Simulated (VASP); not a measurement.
# Ir (P6_3/mmc) in VASP: notebook

The runs below take Ir through single point, with r2SCAN, PBE0, PBE.

Program: VASP 6.6.1. These are calculated values, not measurements. Logs are shortened: lines on timing, memory, paths and dates and some standing lists are left out, and cuts for length are marked.

## (1) The cell of the first run

It takes space group P6_3/mmc (No. 194, hexagonal). The conventional cell has a = 2.770 Å, b = 2.770 Å, c = 4.492 Å, α = 90.00°, β = 90.00°, γ = 120.00°. Ir (site symmetry -6m2) has 12 Ir at 2.76 to 2.77 Å within 3.6 Å.

## (2) Single point, r2SCAN

POSCAR

```
Ir
1.0
    2.7695994713      0.0000000000      0.0000000000
   -1.3847997356      2.3985435004      0.0000000000
    0.0000000000      0.0000000000      4.4918424506
Ir
2
Direct
    0.3333333333      0.6666666667      0.2500000000
    0.6666666667      0.3333333333      0.7500000000
```

INCAR.step1

```
  PREC = Accurate
  ENCUT = 520
  ISMEAR = -1
  SIGMA = 0.05
  LREAL = False
  LASPH = True
  NELM = 60
  NBANDS = 16
  GGA = PE
  ALGO = Normal
  EDIFF = 1E-4
  LWAVE = True
  LCHARG = False
```

INCAR.step2

```
  PREC = Accurate
  ENCUT = 520
  EDIFF = 1E-7
  ISMEAR = -1
  SIGMA = 0.05
  LREAL = False
  LASPH = True
  NELM = 60
  ALGO = Normal
  ISIF = 2
  LWAVE = False
  LCHARG = False
  METAGGA = R2SCAN
  LMIXTAU = True
  NBANDS = 16
  ISTART = 1
```

KPOINTS

```
regular mesh
0
Gamma
  11 11 6
```

Potentials or basis: VASP PAW PBE potentials, release 64 (Ir).

Started as:

```
> cat potpaw_PBE.64/Ir/POTCAR > POTCAR
> cp INCAR.step1 INCAR
> mpirun -np 1 vasp_std > vasp.out
> cp INCAR.step2 INCAR
> mpirun -np 1 vasp_std > vasp.out
```

OUTCAR:

```text
PREC = Accurate
   ENCUT = 520
   EDIFF = 1E-7
   ISMEAR = -1
   LREAL = False
   LASPH = True
   NELM = 60
   ISIF = 2
   METAGGA = R2SCAN
   ISTART = 1

 ion  position               nearest neighbor table
   1  0.333  0.667  0.250-   2 2.76   2 2.76   2 2.76   2 2.76   2 2.76   2 2.76
   2  0.667  0.333  0.750-   1 2.76   1 2.76   1 2.76   1 2.76   1 2.76   1 2.76

  LATTYP: Found a hexagonal cell.
 ALAT       =     2.7695994713
 C/A-ratio  =     1.6218382828

  Lattice vectors:

 A1 = (   2.7695994713,   0.0000000000,   0.0000000000)
 A2 = (  -1.3847997356,   2.3985435004,   0.0000000000)
 A3 = (   0.0000000000,   0.0000000000,   4.4918424506)

Analysis of symmetry for initial positions (statically):
=====================================================================
 Subroutine PRICEL returns:
 Original cell was already a primitive cell.

 Routine SETGRP: Setting up the symmetry group for a
 hexagonal supercell.

 Subroutine GETGRP returns: Found 24 space group operations
 (whereof 12 operations were pure point group operations)
 out of a pool of 24 trial point group operations.

The static configuration has the point symmetry D_3d.
 The point group associated with its full space group is D_6h.

Analysis of symmetry for dynamics (positions and initial velocities):
=====================================================================
 Subroutine PRICEL returns:
 Original cell was already a primitive cell.

 Routine SETGRP: Setting up the symmetry group for a
 hexagonal supercell.

 Subroutine GETGRP returns: Found 24 space group operations
 (whereof 12 operations were pure point group operations)
 out of a pool of 24 trial point group operations.

The dynamic configuration has the point symmetry D_3d.
 The point group associated with its full space group is D_6h.

 Subroutine INISYM returns: Found 24 space group operations
 (whereof 12 operations are pure point group operations),
 and found     1 'primitive' translations

----------------------------------------------------------------------------------------

                                     Primitive cell

  volume of cell :      29.8393

  direct lattice vectors                    reciprocal lattice vectors
     2.769599471  0.000000000  0.000000000     0.361063038  0.208459842  0.000000000
    -1.384799736  2.398543500  0.000000000     0.000000000  0.416919685  0.000000000
     0.000000000  0.000000000  4.491842451     0.000000000  0.000000000  0.222625796

  length of vectors
     2.769599471  2.769599471  4.491842451     0.416919685  0.416919685  0.222625796

  position of ions in fractional coordinates (direct lattice)
     0.333333333  0.666666667  0.250000000
     0.666666667  0.333333333  0.750000000

  ion indices of the primitive-cell ions
   primitive index   ion index
                 1           1
                 2           2

----------------------------------------------------------------------------------------

 KPOINTS: regular mesh

Automatic generation of k-mesh.
 Grid dimensions read from file:
 generate k-points for:   11   11    6

 Generating k-lattice:

  Cartesian coordinates                     Fractional coordinates (reciprocal lattice)
     0.032823913  0.018950895  0.000000000     0.090909091  0.000000000  0.000000000
     0.000000000  0.037901790  0.000000000     0.000000000  0.090909091  0.000000000
     0.000000000  0.000000000  0.037104299     0.000000000  0.000000000  0.166666667

  Length of vectors
     0.037901790  0.037901790  0.037104299

  Shift w.r.t. Gamma in fractional coordinates (k-lattice)
     0.000000000  0.000000000  0.000000000

 Subroutine IBZKPT returns following result:
 ===========================================

 Found     64 irreducible k-points:

 Following reciprocal coordinates:
            Coordinates               Weight
  0.000000  0.000000  0.000000      1.000000
  0.090909  0.000000  0.000000      6.000000
  0.181818 -0.000000  0.000000      6.000000
  0.272727  0.000000  0.000000      6.000000
  0.363636  0.000000  0.000000      6.000000
  0.454545  0.000000  0.000000      6.000000
[... 16 lines left out ...]
  0.090909  0.090909  0.166667     12.000000
  0.181818  0.090909  0.166667     24.000000
 [... further k-points ...]
   k-points           NKPTS =     64   k-points in BZ     NKDIM =     64   number of bands    NBANDS=     16
   number of dos      NEDOS =    301   number of ions     NIONS =      2
   total plane-waves  NPLWV =  20736
   dimension x,y,z NGX =    24 NGY =   24 NGZ =   36
   dimension x,y,z NGXF=    48 NGYF=   48 NGZF=   72
   ions per type =               2
   NGX,Y,Z   is equivalent  to a cutoff of  14.41, 14.41, 13.32 a.u.
   NGXF,Y,Z  is equivalent  to a cutoff of  28.81, 28.81, 26.65 a.u.
 SYSTEM =  unknown system
   PREC   = accura    normal or accurate (medium, high low for compatibility)
   ISTART =      1    job   : 0-new  1-cont  2-samecut
   ICHARG =      0    charge: 1-file 2-atom 10-const
   ISPIN  =      1    spin polarized calculation?
   LNONCOLLINEAR =      F non collinear calculations
   LSORBIT =      F    spin-orbit coupling
   LASPH  =      T    aspherical Exc in radial PAW
   ENCUT  =  520.0 eV  38.22 Ry    6.18 a.u.   5.15  5.15  8.35*2*pi/ulx,y,z
   NELM   =     60;   NELMIN=  2; NELMDL=  0     # of ELM steps
   EDIFF  = 0.1E-06   stopping-criterion for ELM
   LREAL  =      F    real-space projection
   EDIFFG = 0.1E-05   stopping-criterion for IOM
   NSW    =      0    number of steps for IOM
   IBRION =     -1    ionic relax: 0-MD 1-quasi-New 2-CG
   NFREE  =      0    steps in history (QN), initial steepest desc. (CG)
   ISIF   =      2    stress and relaxation
   ISYM   =      2    0-nonsym 1-usesym 2-fastsym
   POTIM  = 0.5000    time-step for ionic-motion
   TEBEG  =    0.0;   TEEND  =   0.0 temperature during run
   PSTRESS=    0.0 pullay stress
   NELECT =      18.0000    total number of electrons
   NUPDOWN=      -1.0000    fix difference up-down
   EMIN   =  10.00;   EMAX   =-10.00  energy-range for DOS
   EFERMI =   0.00;   METHOD = LEGACY
   ISMEAR =    -1;   SIGMA  =   0.05  broadening in eV -4-tet -1-fermi 0-gaus
   EFERMI_NEDOS =   21; number of points for ismear=-14 and -15
   IALGO  =     38    algorithm
   IMIX   =      4    mixing-type and parameters
     AMIX     =   0.40;   BMIX     =  1.00
     AMIX_MAG =   1.60;   BMIX_MAG =  1.00
  volume/ion in A,a.u.               =      14.92       100.68
  Fermi-wavevector in a.u.,A,eV,Ry     =   1.383256  2.613975 26.033358  1.913398
  Thomas-Fermi vector in A             =   2.507871
   LORBIT       =      0    0 simple, 1 ext, 2 COOP (PROOUT), +10 PAW based schemes
   METAGGA = R2SCAN    functional components
   LHFCALC =     F    Hartree Fock is set to
   AEXX    =    0.0000 exact exchange contribution
   IVDW    =     0    specifies the selected vdW correction
   LEPSILON=     F    determine dielectric tensor
   LRPA    =     F    only Hartree local field effects (RPA)
 non-spin polarized calculation
  energy-cutoff  :      520.00
  volume of cell :       29.84
 maximum number of plane-waves:       815
 NGX is ok and might be reduce to    24
   NGX = 11   NGY = 11   NGZ = 17

 number of electron      17.9999999 magnetization

 Free energy of the ion-electron system (eV)
  ---------------------------------------------------
  ext. energy  EPLUGINS =         0.00000000
  ---------------------------------------------------
  free energy    TOTEN  =      -104.49143007 eV

  energy without entropy =     -104.46496849  energy(sigma->0) =     -104.47819928

 E-fermi :   9.3830     XC(G=0): -14.9709

 val. band max:        9.3692598414   @ k =   0.3636   0.1818   0.1667
 cond. band min:       9.3938386511   @ k =   0.2727   0.0909   0.3333
 fundamental gap:      0.0245788096
 Fermi energy:         9.3829848649

 k-point     1 :       0.0000    0.0000    0.0000
  band No.  band energies     occupation
      1      -1.6774      2.00000
      2       1.4432      2.00000
      3       5.6098      2.00000
      4       5.7173      2.00000
      5       5.7173      2.00000
      6       6.3380      2.00000
[... 8 lines left out ...]
     15      26.7156      0.00000
     16      27.6760      0.00000

 k-point     2 :       0.0909    0.0000    0.0000
  band No.  band energies     occupation
      1      -1.3593      2.00000
      2       1.7220      2.00000
      3       5.1919      2.00000
      4       5.9800      2.00000
      5       6.0542      2.00000
      6       6.2050      2.00000
[... 8 lines left out ...]
     15      27.1135      0.00000
     16      28.0299      0.00000

 k-point     3 :       0.1818   -0.0000    0.0000
  band No.  band energies     occupation
      1      -0.4739      2.00000
      2       2.3822      2.00000
      3       4.7035      2.00000
      4       5.3762      2.00000
      5       5.7526      2.00000
      6       6.4836      2.00000
[... 8 lines left out ...]
     15      27.4528      0.00000
     16      27.5576      0.00000

 k-point     4 :       0.2727    0.0000    0.0000
  band No.  band energies     occupation
      1       0.7225      2.00000
      2       2.6992      2.00000
      3       4.1398      2.00000
      4       4.7342      2.00000
      5       5.5913      2.00000
      6       6.0193      2.00000
[... 8 lines left out ...]
     15      25.0906      0.00000
     16      25.8894      0.00000
[... 324 lines left out ...]
 k-point    22 :       0.4545    0.0000    0.1667
  band No.  band energies     occupation
      1       1.7371      2.00000
      2       2.2228      2.00000
      3       3.4223      2.00000
      4       4.4545      2.00000
      5       5.6762      2.00000
      6       6.4837      2.00000
[... 8 lines left out ...]
     15      22.1839      0.00000
     16      22.6226      0.00000

 k-point    23 :       0.0909    0.0909    0.1667
  band No.  band energies     occupation
      1      -0.4710      2.00000
      2       2.2627      2.00000
      3       4.8207      2.00000
      4       5.1685      2.00000
      5       5.7045      2.00000
      6       6.1641      2.00000
[... 8 lines left out ...]
     15      26.8884      0.00000
     16      27.5660      0.00000

 k-point    24 :       0.1818    0.0909    0.1667
  band No.  band energies     occupation
      1       0.5477      2.00000
      2       2.9649      2.00000
      3       4.2474      2.00000
      4       4.4648      2.00000
      5       5.4234      2.00000
      6       6.0240      2.00000
[... 8 lines left out ...]
     15      25.0432      0.00000
     16      26.7174      0.00000

 [... further k-points ...]

------------------------ aborting loop because EDIFF is reached ----------------------------------------

  FORCE on cell =-STRESS in cart. coord.  units (eV):
  Direction    XX          YY          ZZ          XY          YZ          ZX
  --------------------------------------------------------------------------------------
  -------------------------------------------------------------------------------------
  Total       -2.3617365     -2.3617365     -2.4645348     -0.0000000     -0.0000000     -0.0000000
  in kB     -126.8098351   -126.8098351   -132.3294323     -0.0000000     -0.0000000     -0.0000000
  external PRESSURE =    -128.6497009 kB  Pullay stress =       0.0000000 kB

 VOLUME and BASIS-vectors are now :
 -----------------------------------------------------------------------------
  energy-cutoff  :      520.00
  volume of cell :       29.84
      direct lattice vectors                 reciprocal lattice vectors
     2.769599471  0.000000000  0.000000000     0.361063038  0.208459842  0.000000000
    -1.384799736  2.398543500  0.000000000     0.000000000  0.416919685  0.000000000
     0.000000000  0.000000000  4.491842451     0.000000000  0.000000000  0.222625796

 POSITION                                       TOTAL-FORCE (eV/Angst)
 -----------------------------------------------------------------------------------
     -0.00000      1.59903      1.12296        -0.000000      0.000000      0.000000
      1.38480      0.79951      3.36888         0.000000      0.000000      0.000000
 -----------------------------------------------------------------------------------
    total drift:                                0.000000     -0.000000     -0.000000

  FREE ENERGIE OF THE ION-ELECTRON SYSTEM (eV)
  ---------------------------------------------------
  free  energy   TOTEN  =      -104.4914300687 eV

  energy  without entropy=     -104.4649684920  energy(sigma->0) =     -104.47819928
```

Run time: 2.1 min. Hardware: 1 thread of AMD EPYC 7R13 (Zen 3), shared host; peak memory 0.15 GiB.

Results:

| Item | Value |
| --- | --- |
| Free energy | -104.4914 eV |
| Pressure | -12.9 GPa |
| Band gap on the k mesh | zero (band 9 reaches 10.29 eV, above the bottom of band 10 at 7.22 eV) |

Caveat: the PAW data sets were made with another functional, which shifts forces and pressure a little; spin-orbit coupling is left out, which moves the levels of the heavy elements.

(Continued in part 2 of 3.)
